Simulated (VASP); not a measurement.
# CaSe (Imm2) in VASP: single point with PBE

Aim: the single point of CaSe with PBE.

All numbers are computed with VASP 6.6.1; they aren't measurements. Logs are shortened: lines on timing, memory, paths and dates and some standing lists are left out, and cuts for length are marked.

### 1 The cell of the first run

Symmetry: Imm2, No. 44, orthorhombic system. Conventional cell: a = 4.180 Å, b = 5.912 Å, c = 4.180 Å, α = 90.00°, β = 90.00°, γ = 90.00°. Ca (site symmetry mm2) has 6 Se at 2.82 to 3.10 Å within 3.7 Å. Se (site symmetry mm2) has 6 Ca at 2.82 to 3.10 Å within 3.7 Å.

### 2 Single point, PBE (atom 1 (Ca) moved by [0.141421, 0.141421, 0.0] A)

INCAR

```
SYSTEM = CaSe
ALGO = Normal
EDIFF = 1E-6
ENCUT = 520
GGA = PE
ISIF = 2
ISMEAR = -1
LASPH = .True.
LCHARG = .False.
LREAL = .False.
LWAVE = .False.
NBANDS = 15
NELM = 60
PREC = Accurate
SIGMA = 0.02
```

KPOINTS

```
k-points
0
Gamma
  7 7 7
  0 0 0
```

POSCAR

```
CaSe
1.0
    0.0000000000      2.9560000000      2.9560000000
    2.9560000000      0.0000000000      2.9560000000
    2.9560000000      2.9560000000      0.0000000000
Ca Se
1 1
Direct
    0.0000000000      0.0000000000      0.0478420162
    0.5000000000      0.5000000000      0.5000000000
```

Potentials or basis: VASP PAW PBE potentials, release 64 (Ca_sv, Se).

Started as:

```console
$ cat potpaw_PBE.64/Ca_sv/POTCAR potpaw_PBE.64/Se/POTCAR > POTCAR
$ mpirun -np 1 vasp_std > vasp.out
```

OUTCAR:

```text
SYSTEM = CaSe
   EDIFF = 1E-6
   ENCUT = 520
   GGA = PE
   ISIF = 2
   ISMEAR = -1
   LASPH = .True.
   LREAL = .False.
   NELM = 60
   PREC = Accurate

 ion  position               nearest neighbor table
   1  0.000  0.000  0.048-   2 2.82   2 2.82   2 2.96   2 2.96
   2  0.500  0.500  0.500-   1 2.82   1 2.82   1 2.96   1 2.96

  LATTYP: Found a face centered cubic cell.
 ALAT       =     5.9120000000

  Lattice vectors:

 A1 = (   0.0000000000,   2.9560000000,   2.9560000000)
 A2 = (   2.9560000000,   0.0000000000,   2.9560000000)
 A3 = (   2.9560000000,   2.9560000000,   0.0000000000)

Analysis of symmetry for initial positions (statically):
=====================================================================
 Subroutine PRICEL returns:
 Original cell was already a primitive cell.

 Routine SETGRP: Setting up the symmetry group for a
 face centered cubic supercell.

 Subroutine GETGRP returns: Found  4 space group operations
 (whereof  4 operations were pure point group operations)
 out of a pool of 48 trial point group operations.

The static configuration has the point symmetry C_2v.

Analysis of symmetry for dynamics (positions and initial velocities):
=====================================================================
 Subroutine PRICEL returns:
 Original cell was already a primitive cell.

 Routine SETGRP: Setting up the symmetry group for a
 face centered cubic supercell.

 Subroutine GETGRP returns: Found  4 space group operations
 (whereof  4 operations were pure point group operations)
 out of a pool of 48 trial point group operations.

The dynamic configuration has the point symmetry C_2v.

 Subroutine INISYM returns: Found  4 space group operations
 (whereof  4 operations are pure point group operations),
 and found     1 'primitive' translations

----------------------------------------------------------------------------------------

                                     Primitive cell

  volume of cell :      51.6587

  direct lattice vectors                    reciprocal lattice vectors
     0.000000000  2.956000000  2.956000000    -0.169147497  0.169147497  0.169147497
     2.956000000  0.000000000  2.956000000     0.169147497 -0.169147497  0.169147497
     2.956000000  2.956000000  0.000000000     0.169147497  0.169147497 -0.169147497

  length of vectors
     4.180415290  4.180415290  4.180415290     0.292972058  0.292972058  0.292972058

  position of ions in fractional coordinates (direct lattice)
     0.000000000  0.000000000  0.047842016
     0.500000000  0.500000000  0.500000000

  ion indices of the primitive-cell ions
   primitive index   ion index
                 1           1
                 2           2

----------------------------------------------------------------------------------------

 KPOINTS: k-points

Automatic generation of k-mesh.
 Grid dimensions read from file:
 generate k-points for:    7    7    7

 Generating k-lattice:

  Cartesian coordinates                     Fractional coordinates (reciprocal lattice)
    -0.024163928  0.024163928  0.024163928     0.142857143  0.000000000  0.000000000
     0.024163928 -0.024163928  0.024163928     0.000000000  0.142857143  0.000000000
     0.024163928  0.024163928 -0.024163928     0.000000000  0.000000000  0.142857143

  Length of vectors
     0.041853151  0.041853151  0.041853151

  Shift w.r.t. Gamma in fractional coordinates (k-lattice)
     0.000000000  0.000000000  0.000000000

 Subroutine IBZKPT returns following result:
 ===========================================

 Found     64 irreducible k-points:

 Following reciprocal coordinates:
            Coordinates               Weight
  0.000000  0.000000  0.000000      1.000000
  0.142857  0.000000  0.000000      4.000000
  0.000000  0.000000  0.142857      4.000000
  0.285714  0.000000  0.000000      4.000000
  0.000000  0.000000  0.285714      4.000000
  0.428571  0.000000  0.000000      4.000000
[... 16 lines left out ...]
  0.000000 -0.285714  0.142857      8.000000
  0.142857  0.000000 -0.285714      8.000000
 [... further k-points ...]
   k-points           NKPTS =     64   k-points in BZ     NKDIM =     64   number of bands    NBANDS=     15
   number of dos      NEDOS =    301   number of ions     NIONS =      2
   total plane-waves  NPLWV =  32768
   dimension x,y,z NGX =    32 NGY =   32 NGZ =   32
   dimension x,y,z NGXF=    64 NGYF=   64 NGZF=   64
   ions per type =               1   1
   NGX,Y,Z   is equivalent  to a cutoff of  12.73, 12.73, 12.73 a.u.
   NGXF,Y,Z  is equivalent  to a cutoff of  25.45, 25.45, 25.45 a.u.
 SYSTEM =  CaSe
   PREC   = accura    normal or accurate (medium, high low for compatibility)
   ISTART =      0    job   : 0-new  1-cont  2-samecut
   ICHARG =      2    charge: 1-file 2-atom 10-const
   ISPIN  =      1    spin polarized calculation?
   LNONCOLLINEAR =      F non collinear calculations
   LSORBIT =      F    spin-orbit coupling
   LASPH  =      T    aspherical Exc in radial PAW
   ENCUT  =  520.0 eV  38.22 Ry    6.18 a.u.   7.77  7.77  7.77*2*pi/ulx,y,z
   NELM   =     60;   NELMIN=  2; NELMDL= -5     # of ELM steps
   EDIFF  = 0.1E-05   stopping-criterion for ELM
   LREAL  =      F    real-space projection
   EDIFFG = 0.1E-04   stopping-criterion for IOM
   NSW    =      0    number of steps for IOM
   IBRION =     -1    ionic relax: 0-MD 1-quasi-New 2-CG
   NFREE  =      0    steps in history (QN), initial steepest desc. (CG)
   ISIF   =      2    stress and relaxation
   ISYM   =      2    0-nonsym 1-usesym 2-fastsym
   POTIM  = 0.5000    time-step for ionic-motion
   TEBEG  =    0.0;   TEEND  =   0.0 temperature during run
   PSTRESS=    0.0 pullay stress
   NELECT =      16.0000    total number of electrons
   NUPDOWN=      -1.0000    fix difference up-down
   EMIN   =  10.00;   EMAX   =-10.00  energy-range for DOS
   EFERMI =   0.00;   METHOD = LEGACY
   ISMEAR =    -1;   SIGMA  =   0.02  broadening in eV -4-tet -1-fermi 0-gaus
   EFERMI_NEDOS =   21; number of points for ismear=-14 and -15
   IALGO  =     38    algorithm
   IMIX   =      4    mixing-type and parameters
     AMIX     =   0.40;   BMIX     =  1.00
     AMIX_MAG =   1.60;   BMIX_MAG =  1.00
  volume/ion in A,a.u.               =      25.83       174.30
  Fermi-wavevector in a.u.,A,eV,Ry     =   1.107645  2.093145 16.692666  1.226876
  Thomas-Fermi vector in A             =   2.244161
   LORBIT       =      0    0 simple, 1 ext, 2 COOP (PROOUT), +10 PAW based schemes
   GGA     = PE    functional components
   LHFCALC =     F    Hartree Fock is set to
   AEXX    =    0.0000 exact exchange contribution
   IVDW    =     0    specifies the selected vdW correction
   LEPSILON=     F    determine dielectric tensor
   LRPA    =     F    only Hartree local field effects (RPA)
 non-spin polarized calculation
  energy-cutoff  :      520.00
  volume of cell :       51.66
 maximum number of plane-waves:      1411
   NGX = 15   NGY = 15   NGZ = 15

 number of electron      15.9999998 magnetization

 Free energy of the ion-electron system (eV)
  ---------------------------------------------------
  ext. energy  EPLUGINS =         0.00000000
  ---------------------------------------------------
  free energy    TOTEN  =        -9.41571428 eV

  energy without entropy =       -9.41571428  energy(sigma->0) =       -9.41571428

 E-fermi :   2.8879     XC(G=0):  -9.1537

 val. band max:        2.3894079483   @ k =   0.0000   0.0000   0.0000
 cond. band min:       4.6092846301   @ k =   0.0000   0.4286   0.4286
 fundamental gap:      2.2198766819
 Fermi energy:         2.8878970265

 k-point     1 :       0.0000    0.0000    0.0000
  band No.  band energies     occupation
      1     -37.2601      2.00000
      2     -18.2639      2.00000
      3     -18.2593      2.00000
      4     -18.2568      2.00000
      5      -9.3526      2.00000
      6       2.3653      2.00000
      7       2.3798      2.00000
      8       2.3894      2.00000
      9       5.7918      0.00000
     10       6.1580      0.00000
     11       6.2651      0.00000
     12       6.3035      0.00000
     13       6.8100      0.00000
     14       6.8907      0.00000
     15      12.0471      0.00000

 k-point     2 :       0.1429    0.0000    0.0000
  band No.  band energies     occupation
      1     -37.2588      2.00000
      2     -18.2824      2.00000
      3     -18.2645      2.00000
      4     -18.2591      2.00000
      5      -9.2325      2.00000
      6       1.4390      2.00000
      7       2.1087      2.00000
      8       2.1607      2.00000
      9       6.0473      0.00000
     10       6.4079      0.00000
     11       6.4391      0.00000
     12       6.8899      0.00000
     13       7.3847      0.00000
     14       7.5878      0.00000
     15      12.2861      0.00000

 k-point     3 :       0.0000    0.0000    0.1429
  band No.  band energies     occupation
      1     -37.2588      2.00000
      2     -18.2845      2.00000
      3     -18.2608      2.00000
      4     -18.2600      2.00000
      5      -9.2333      2.00000
      6       1.4635      2.00000
      7       2.0845      2.00000
      8       2.1243      2.00000
      9       6.0857      0.00000
     10       6.4134      0.00000
     11       6.4692      0.00000
     12       6.9874      0.00000
     13       7.4045      0.00000
     14       7.4421      0.00000
     15      12.2218      0.00000
[... 343 lines left out ...]
 k-point    23 :       0.0000   -0.2857    0.1429
  band No.  band energies     occupation
      1     -37.2542      2.00000
      2     -18.3441      2.00000
      3     -18.2838      2.00000
      4     -18.2641      2.00000
      5      -8.8135      2.00000
      6      -0.1946      2.00000
      7       1.3062      2.00000
      8       1.4088      2.00000
      9       6.4995      0.00000
     10       7.1478      0.00000
     11       7.8313      0.00000
     12       7.9848      0.00000
     13       8.6976      0.00000
     14       9.7341      0.00000
     15      11.5825      0.00000

 k-point    24 :       0.1429    0.0000   -0.2857
  band No.  band energies     occupation
      1     -37.2542      2.00000
      2     -18.3445      2.00000
      3     -18.2820      2.00000
      4     -18.2641      2.00000
      5      -8.8154      2.00000
      6      -0.1876      2.00000
      7       1.2670      2.00000
      8       1.3983      2.00000
      9       6.5850      0.00000
     10       7.1656      0.00000
     11       7.8601      0.00000
     12       7.9397      0.00000
     13       8.6910      0.00000
     14       9.7497      0.00000
     15      11.6266      0.00000

 [... further k-points ...]
[... 5 lines left out ...]
  --------------------------------------------------------------------------------------
  -------------------------------------------------------------------------------------
  Total        0.8114982      0.8114982      0.3765600     -0.1052845      0.0000000      0.0000000
  in kB       25.1683574     25.1683574     11.6788883     -3.2653646      0.0000000      0.0000000
  external PRESSURE =      20.6718677 kB  Pullay stress =       0.0000000 kB

 VOLUME and BASIS-vectors are now :
 -----------------------------------------------------------------------------
  energy-cutoff  :      520.00
  volume of cell :       51.66
      direct lattice vectors                 reciprocal lattice vectors
     0.000000000  2.956000000  2.956000000    -0.169147497  0.169147497  0.169147497
     2.956000000  0.000000000  2.956000000     0.169147497 -0.169147497  0.169147497
     2.956000000  2.956000000  0.000000000     0.169147497  0.169147497 -0.169147497

 POSITION                                       TOTAL-FORCE (eV/Angst)
 -----------------------------------------------------------------------------------
      0.14142      0.14142      0.00000        -0.460675     -0.460675      0.000000
      2.95600      2.95600      2.95600         0.460675      0.460675     -0.000000
 -----------------------------------------------------------------------------------
    total drift:                                0.000098      0.000098      0.000000

  FREE ENERGIE OF THE ION-ELECTRON SYSTEM (eV)
  ---------------------------------------------------
  free  energy   TOTEN  =        -9.4157142833 eV

  energy  without entropy=       -9.4157142833  energy(sigma->0) =       -9.41571428
```

Run time: 94 s. Hardware: 1 thread of AMD EPYC 7R13 (Zen 3), shared host; peak memory 0.17 GiB.

What came out:

| Item | Value |
| --- | --- |
| Free energy | -9.4157 eV |
| Pressure | 2.1 GPa |
| Largest force | 0.651 eV/Å |
| Band gap on the k mesh | 2.22 eV, indirect (least direct gap 3.07 eV) |

Forces in eV/Å, atoms in the order of the input:
```
Ca  -0.461 -0.461  0.000
Se   0.461  0.461  0.000
```

Levels at points of the mesh, in eV from the valence-band top:
```csv
k point,band 5,band 6,band 7,band 8,band 9,band 10,band 11,band 12
"(0.00, 0.00, 0.00)",-11.74,-0.02,-0.01,0.00,3.40,3.77,3.88,3.91
```

Caveat: the cell differs from its parent crystal (atom 1 (Ca) moved by [0.141421, 0.141421, 0.0] A). A k mesh can miss the band edges.
